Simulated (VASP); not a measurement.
# Re (I4/mmm) in VASP: further runs, part 2 of 2

VASP 6.6.1. Earlier steps stand in the parts before.

## (3) Electric field gradients, PBE (zz strain of +3 %)

INCAR

```
SYSTEM = Re
PREC     = Accurate       ! precision mode
ENCUT    = 520            ! plane-wave cutoff, eV
EDIFF    = 1E-8           ! SCF threshold, eV
ISMEAR   = -1             ! smearing method
SIGMA    = 0.03           ! smearing width, eV
LREAL    = .False.        ! projectors in reciprocal space
LASPH    = .True.         ! aspherical terms in the spheres
NELM     = 60             ! most SCF steps
ALGO     = Normal         ! electronic algorithm
ISIF     = 2              ! what is computed and relaxed
LWAVE    = .False.        ! write WAVECAR
LCHARG   = .False.        ! write CHGCAR
GGA      = PE             ! functional
LEFG     = .True.       
NBANDS   = 10             ! bands
```

KPOINTS

```
Automatic mesh
0
Gamma
  14 14 14
  0 0 0
```

POSCAR

```
Re
1.0
    0.0000000000      1.9750000000      2.0342500000
    1.9750000000      0.0000000000      2.0342500000
    1.9750000000      1.9750000000      0.0000000000
Re
1
Direct
    0.0000000000      0.0000000000      0.0000000000
```

Potentials or basis: VASP PAW PBE potentials, release 64 (Re).

Launch:

```
cat potpaw_PBE.64/Re/POTCAR > POTCAR
mpirun -np 1 vasp_std > vasp.out
```

OUTCAR:

```text
SYSTEM = Re
   PREC = Accurate
   ENCUT = 520
   EDIFF = 1E-8
   ISMEAR = -1
   LREAL = .False.
   LASPH = .True.
   NELM = 60
   ISIF = 2
   GGA = PE

 ion  position               nearest neighbor table
   1  0.000  0.000  0.000-

  LATTYP: Found a body centered tetragonal cell.
 ALAT       =     2.7930717857
 C/A-ratio  =     1.4566399692

  Lattice vectors:

 A1 = (  -1.9750000000,   0.0000000000,   2.0342500000)
 A2 = (   1.9750000000,   0.0000000000,   2.0342500000)
 A3 = (   0.0000000000,   1.9750000000,  -2.0342500000)

Analysis of symmetry for initial positions (statically):
=====================================================================
 Subroutine PRICEL returns:
 Original cell was already a primitive cell.

 Routine SETGRP: Setting up the symmetry group for a
 body centered tetragonal supercell.

 Subroutine GETGRP returns: Found 16 space group operations
 (whereof 16 operations were pure point group operations)
 out of a pool of 16 trial point group operations.
[... 493 lines left out ...]
 -----------------------------------------------------------------------------
  energy-cutoff  :      520.00
  volume of cell :       15.87
      direct lattice vectors                 reciprocal lattice vectors
     0.000000000  1.975000000  2.034250000    -0.253164557  0.253164557  0.245790832
     1.975000000  0.000000000  2.034250000     0.253164557 -0.253164557  0.245790832
     1.975000000  1.975000000  0.000000000     0.253164557  0.253164557 -0.245790832

 POSITION                                       TOTAL-FORCE (eV/Angst)
 -----------------------------------------------------------------------------------
      0.00000      0.00000      0.00000         0.000000      0.000000      0.000000
 -----------------------------------------------------------------------------------
    total drift:                                0.000000     -0.000000     -0.000000

  FREE ENERGIE OF THE ION-ELECTRON SYSTEM (eV)
  ---------------------------------------------------
  free  energy   TOTEN  =       -12.2973012582 eV

  energy  without entropy=      -12.2934759773  energy(sigma->0) =      -12.29538862

 Electric field gradients (V/A^2)
---------------------------------------------------------------------
 ion       V_xx      V_yy      V_zz      V_xy      V_xz      V_yz
---------------------------------------------------------------------
   1       7.013     7.013   -14.026     0.000    -0.000    -0.000
---------------------------------------------------------------------

 Electric field gradients after diagonalization (V/A^2)
 (convention: |V_zz| > |V_xx| > |V_yy|)
----------------------------------------------------------------------
 ion       V_xx      V_yy      V_zz     asymmetry (V_yy - V_xx)/ V_zz
----------------------------------------------------------------------
   1       7.013     7.013   -14.026       0.000
----------------------------------------------------------------------

           NMR quadrupolar parameters

 Cq : quadrupolar parameter    Cq=e*Q*V_zz/h
 eta: asymmetry parameters     (V_yy - V_xx)/ V_zz
 Q  : nuclear electric quadrupole moment in mb (millibarn)
----------------------------------------------------------------------
 ion       Cq(MHz)       eta       Q (mb)
----------------------------------------------------------------------
   1      -0.034       0.000       1.000
----------------------------------------------------------------------
```

OSZICAR:

```text
N       E                     dE             d eps       ncg     rms          rms(c)
DAV:   1     0.529114335222E+01    0.52911E+01   -0.33968E+03  7712   0.763E+02
DAV:   2    -0.126585124477E+02   -0.17950E+02   -0.16497E+02  7470   0.159E+02
DAV:   3    -0.130622433370E+02   -0.40373E+00   -0.39492E+00  7972   0.412E+01
DAV:   4    -0.130643981549E+02   -0.21548E-02   -0.21535E-02  8062   0.132E+00
DAV:   5    -0.130644003750E+02   -0.22201E-05   -0.22201E-05  7082   0.278E-02    0.260E+01
DAV:   6    -0.124836990888E+02    0.58070E+00   -0.54788E-01  7696   0.198E+01    0.953E+00
DAV:   7    -0.123037044665E+02    0.17999E+00   -0.36241E-01  7762   0.153E+01    0.106E+00
DAV:   8    -0.122977966731E+02    0.59078E-02   -0.34047E-03  7416   0.537E-01    0.225E-01
DAV:   9    -0.122972911074E+02    0.50557E-03   -0.53305E-04  7706   0.281E-01    0.186E-02
DAV:  10    -0.122973012660E+02   -0.10159E-04   -0.12134E-05  7012   0.228E-02    0.330E-03
DAV:  11    -0.122973016702E+02   -0.40414E-06   -0.22184E-07  5940   0.109E-02    0.137E-03
DAV:  12    -0.122973012811E+02    0.38905E-06   -0.48428E-08  5600   0.436E-03    0.422E-04
DAV:  13    -0.122973012628E+02    0.18337E-07   -0.60830E-10  3466   0.355E-04    0.112E-04
DAV:  14    -0.122973012582E+02    0.45592E-08   -0.23060E-10  3246   0.270E-04
   1 F= -.12297301E+02 E0= -.12295389E+02  d E =-.382528E-02
```

Wall time 51 s (1 thread of AMD EPYC 7R43 (Zen 3), shared host); peak memory 0.14 GiB.

Results:

- Free energy: -12.2973 eV
- Pressure: -18.7 GPa

Levels at points of the mesh, in eV from the Fermi level:
```tsv
k point	band 1	band 2	band 3	band 4	band 5	band 6
(0.00, 0.00, 0.00)	-9.60	-1.99	-1.58	-1.58	0.84	1.38
(0.50, 0.00, 0.00)	-6.34	-2.10	-1.69	0.12	3.27	3.49
(0.50, 0.50, 0.00)	-6.21	-5.35	2.12	3.36	4.02	4.02
(0.50, 0.00, 0.50)	-6.17	-5.38	2.70	3.30	3.83	4.25
```

Electric field gradients, principal values (V/Å²):
```
atom  least  middle  greatest (by size)
1 Re  7.013   7.013             -14.026
```

Caveat: the cell differs from its parent crystal (zz strain of +3 %); without QUAD_EFG the Cq values of the log hold for a quadrupole moment of 1 mb, not for the nuclei; spin-orbit coupling is left out, which moves the levels of the heavy elements.

## (4) Electric field gradients, PBE (zz strain of +3 %)

INCAR

```
PREC     = Accurate       # precision mode
ENCUT    = 520            # plane-wave cutoff, eV
EDIFF    = 1E-8           # SCF threshold, eV
ISMEAR   = -1             # smearing method
SIGMA    = 0.03           # smearing width, eV
LREAL    = F              # projectors in reciprocal space
LASPH    = T              # aspherical terms in the spheres
NELM     = 80             # most SCF steps
ALGO     = Normal         # electronic algorithm
ISIF     = 2              # what is computed and relaxed
LWAVE    = F              # write WAVECAR
LCHARG   = F              # write CHGCAR
GGA      = PE             # functional
LEFG     = T            
NBANDS   = 10             # bands
```

KPOINTS

```
regular mesh
0
Gamma
  14 14 14
```

POSCAR is that of step 3.

Potentials or basis: VASP PAW PBE potentials, release 64 (Re).

Launch:

```
cat potpaw_PBE.64/Re/POTCAR > POTCAR
mpirun -np 1 vasp_std > vasp.out
```

OUTCAR:

```text
PREC = Accurate
   ENCUT = 520
   EDIFF = 1E-8
   ISMEAR = -1
   LREAL = F
   LASPH = T
   NELM = 80
   ISIF = 2
   GGA = PE

 ion  position               nearest neighbor table
   1  0.000  0.000  0.000-

  LATTYP: Found a body centered tetragonal cell.
 ALAT       =     2.7930717857
 C/A-ratio  =     1.4566399692

  Lattice vectors:

 A1 = (  -1.9750000000,   0.0000000000,   2.0342500000)
 A2 = (   1.9750000000,   0.0000000000,   2.0342500000)
 A3 = (   0.0000000000,   1.9750000000,  -2.0342500000)

Analysis of symmetry for initial positions (statically):
=====================================================================
 Subroutine PRICEL returns:
 Original cell was already a primitive cell.

 Routine SETGRP: Setting up the symmetry group for a
 body centered tetragonal supercell.

 Subroutine GETGRP returns: Found 16 space group operations
 (whereof 16 operations were pure point group operations)
 out of a pool of 16 trial point group operations.

The static configuration has the point symmetry D_4h.

Analysis of symmetry for dynamics (positions and initial velocities):
=====================================================================
 Subroutine PRICEL returns:
 Original cell was already a primitive cell.

 Routine SETGRP: Setting up the symmetry group for a
 body centered tetragonal supercell.

 Subroutine GETGRP returns: Found 16 space group operations
 (whereof 16 operations were pure point group operations)
 out of a pool of 16 trial point group operations.

The dynamic configuration has the point symmetry D_4h.

 Subroutine INISYM returns: Found 16 space group operations
 (whereof 16 operations are pure point group operations),
[... 150 lines left out ...]
  band No.  band energies     occupation
      1      -2.3633      2.00000
      2       5.2516      2.00000
      3       5.6567      2.00000
      4       5.6567      2.00000
      5       8.0786      0.00000
      6       8.6178      0.00000
      7      21.0843      0.00000
      8      25.7071      0.00000
      9      26.6136      0.00000
     10      26.6136      0.00000
[... 287 lines left out ...]
 k-point    24 :       0.2857    0.1429    0.0000
  band No.  band energies     occupation
      1       0.2508      2.00000
      2       3.9239      2.00000
      3       5.6121      2.00000
      4       6.8195      2.00000
      5       7.9798      0.00000
      6       9.4436      0.00000
      7      22.2079      0.00000
      8      24.9397      0.00000
      9      27.1340      0.00000
     10      27.5466      0.00000

 [... further k-points ...]
[... 5 lines left out ...]
  --------------------------------------------------------------------------------------
  -------------------------------------------------------------------------------------
  Total       -1.6377125     -1.6377125     -2.2811290      0.0000000     -0.0000000     -0.0000000
  in kB     -165.3406827   -165.3406827   -230.2989187      0.0000000     -0.0000000     -0.0000000
  external PRESSURE =    -186.9934280 kB  Pullay stress =       0.0000000 kB

 VOLUME and BASIS-vectors are now :
 -----------------------------------------------------------------------------
  energy-cutoff  :      520.00
  volume of cell :       15.87
      direct lattice vectors                 reciprocal lattice vectors
     0.000000000  1.975000000  2.034250000    -0.253164557  0.253164557  0.245790832
     1.975000000  0.000000000  2.034250000     0.253164557 -0.253164557  0.245790832
     1.975000000  1.975000000  0.000000000     0.253164557  0.253164557 -0.245790832

 POSITION                                       TOTAL-FORCE (eV/Angst)
 -----------------------------------------------------------------------------------
      0.00000      0.00000      0.00000         0.000000      0.000000      0.000000
 -----------------------------------------------------------------------------------
    total drift:                                0.000000     -0.000000     -0.000000

  FREE ENERGIE OF THE ION-ELECTRON SYSTEM (eV)
  ---------------------------------------------------
  free  energy   TOTEN  =       -12.2973012582 eV

  energy  without entropy=      -12.2934759773  energy(sigma->0) =      -12.29538862

 Electric field gradients (V/A^2)
---------------------------------------------------------------------
 ion       V_xx      V_yy      V_zz      V_xy      V_xz      V_yz
---------------------------------------------------------------------
   1       7.013     7.013   -14.026     0.000    -0.000    -0.000
---------------------------------------------------------------------

 Electric field gradients after diagonalization (V/A^2)
 (convention: |V_zz| > |V_xx| > |V_yy|)
----------------------------------------------------------------------
 ion       V_xx      V_yy      V_zz     asymmetry (V_yy - V_xx)/ V_zz
----------------------------------------------------------------------
   1       7.013     7.013   -14.026       0.000
----------------------------------------------------------------------

           NMR quadrupolar parameters

 Cq : quadrupolar parameter    Cq=e*Q*V_zz/h
 eta: asymmetry parameters     (V_yy - V_xx)/ V_zz
 Q  : nuclear electric quadrupole moment in mb (millibarn)
----------------------------------------------------------------------
 ion       Cq(MHz)       eta       Q (mb)
----------------------------------------------------------------------
   1      -0.034       0.000       1.000
----------------------------------------------------------------------
```

OSZICAR:

```text
N       E                     dE             d eps       ncg     rms          rms(c)
DAV:   1     0.529114335222E+01    0.52911E+01   -0.33968E+03  7712   0.763E+02
DAV:   2    -0.126585124477E+02   -0.17950E+02   -0.16497E+02  7470   0.159E+02
DAV:   3    -0.130622433370E+02   -0.40373E+00   -0.39492E+00  7972   0.412E+01
DAV:   4    -0.130643981549E+02   -0.21548E-02   -0.21535E-02  8062   0.132E+00
DAV:   5    -0.130644003750E+02   -0.22201E-05   -0.22201E-05  7082   0.278E-02    0.260E+01
DAV:   6    -0.124836990888E+02    0.58070E+00   -0.54788E-01  7696   0.198E+01    0.953E+00
DAV:   7    -0.123037044665E+02    0.17999E+00   -0.36241E-01  7762   0.153E+01    0.106E+00
DAV:   8    -0.122977966731E+02    0.59078E-02   -0.34047E-03  7416   0.537E-01    0.225E-01
DAV:   9    -0.122972911074E+02    0.50557E-03   -0.53305E-04  7706   0.281E-01    0.186E-02
DAV:  10    -0.122973012660E+02   -0.10159E-04   -0.12134E-05  7012   0.228E-02    0.330E-03
DAV:  11    -0.122973016702E+02   -0.40414E-06   -0.22184E-07  5940   0.109E-02    0.137E-03
DAV:  12    -0.122973012811E+02    0.38905E-06   -0.48428E-08  5600   0.436E-03    0.422E-04
DAV:  13    -0.122973012628E+02    0.18337E-07   -0.60830E-10  3466   0.355E-04    0.112E-04
DAV:  14    -0.122973012582E+02    0.45592E-08   -0.23060E-10  3246   0.270E-04
   1 F= -.12297301E+02 E0= -.12295389E+02  d E =-.382528E-02
```

Run time: 46 s. Hardware: 1 thread of AMD EPYC 7R43 (Zen 3), shared host; peak memory 0.14 GiB.

What came out:

```
Free energy : -12.2973 eV
Pressure    : -18.7 GPa
```

Stress tensor (GPa, compression positive):
```
-16.53   0.00   0.00
  0.00 -16.53   0.00
  0.00   0.00 -23.03
```

Electric field gradients, principal values (V/Å²):
| atom | least | middle | greatest (by size) |
| --- | --- | --- | --- |
| 1 Re | 7.013 | 7.013 | -14.026 |

Caveat: the cell differs from its parent crystal (zz strain of +3 %); without QUAD_EFG the Cq values of the log hold for a quadrupole moment of 1 mb, not for the nuclei; spin-orbit coupling is left out, which moves the levels of the heavy elements.
